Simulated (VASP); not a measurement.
A run of VASP 6.6.1:

Contents of INCAR:

```
ALGO     = Normal         # electronic algorithm
EDIFF    = 1E-6           # SCF threshold, eV
EDIFFG   = -0.005         # ionic threshold
ENCUT    = 600            # plane-wave cutoff, eV
GGA      = PS             # functional
IBRION   = 2              # ionic algorithm
ISIF     = 3              # what is computed and relaxed
ISMEAR   = -1             # smearing method
LASPH    = T              # aspherical terms in the spheres
LCHARG   = F              # write CHGCAR
LREAL    = F              # projectors in reciprocal space
LWAVE    = F              # write WAVECAR
NELM     = 100            # most SCF steps
NSW      = 80             # ionic steps
PREC     = Accurate       # precision mode
SIGMA    = 0.02           # smearing width, eV
```

KPOINTS

```
k-points
0
Gamma
  4 4 8
```

File POSCAR:

```
ZnO
1.0
    5.6085678019      0.0000000000      0.0000000000
    0.0000000000      5.6085678019      0.0000000000
    0.0000000000      0.0000000000      3.2789687234
Zn O
4 4
Direct
    0.1816732154      0.1816732154      0.5000000000
    0.8183267846      0.8183267846      0.5000000000
    0.6816732154      0.3183267846      0.0000000000
    0.3183267846      0.6816732154      0.0000000000
    0.8184370487      0.1815629513      0.5000000000
    0.1815629513      0.8184370487      0.5000000000
    0.6815629513      0.6815629513      0.0000000000
    0.3184370487      0.3184370487      0.0000000000
```

Potentials or basis: VASP PAW PBE potentials, release 64 (Zn, O).

Command:

```console
$ cat potpaw_PBE.64/Zn/POTCAR potpaw_PBE.64/O/POTCAR > POTCAR
$ mpirun -np 1 vasp_std > vasp.out
```

Hardware: 1 thread of Intel(R) Xeon(R) Platinum 8488C (Sapphire Rapids), on a shared host.

Q: Estimate the wall time of this run.

A: Run time: 16 min on 1 thread of Intel(R) Xeon(R) Platinum 8488C (Sapphire Rapids), on a shared host, peak memory 0.36 GiB. Counts: scf iterations 99, k points 30, ion steps 17.
